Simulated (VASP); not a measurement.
A run of VASP 6.6.1:

INCAR

```
PREC = Accurate
ENCUT = 600
EDIFF = 1E-6
ISMEAR = 0
SIGMA = 0.01
LREAL = False
LASPH = True
NELM = 60
ALGO = Normal
ISIF = 3
LWAVE = False
LCHARG = False
GGA = CA
IBRION = 2
NSW = 80
EDIFFG = -0.001
```

The input KPOINTS:

```
Automatic mesh
0
Gamma
  8 8 8
```

The input POSCAR:

```
GaP
1.0
    0.0000000000      2.6956501113      2.6956501113
    2.6956501113      0.0000000000      2.6956501113
    2.6956501113      2.6956501113      0.0000000000
Ga P
1 1
Direct
    0.0000000000      0.0000000000      0.0000000000
    0.7500000000      0.7500000000      0.7500000000
```

Potentials or basis: VASP PAW LDA potentials, release 64 (Ga_d, P).

Run with:

```sh
$ cat potpaw_LDA.64/Ga_d/POTCAR potpaw_LDA.64/P/POTCAR > POTCAR
$ mpirun -np 1 vasp_std > vasp.out
```

Hardware: 1 thread of Intel(R) Xeon(R) 6975P-C (Granite Rapids), with other jobs on the host.

Q: How long does it take, and how much memory?

A: It took 17 s on 1 thread of Intel(R) Xeon(R) 6975P-C (Granite Rapids), with other jobs on the host, peak memory 0.16 GiB. Counts: scf iterations 30, k points 29, ion steps 7.
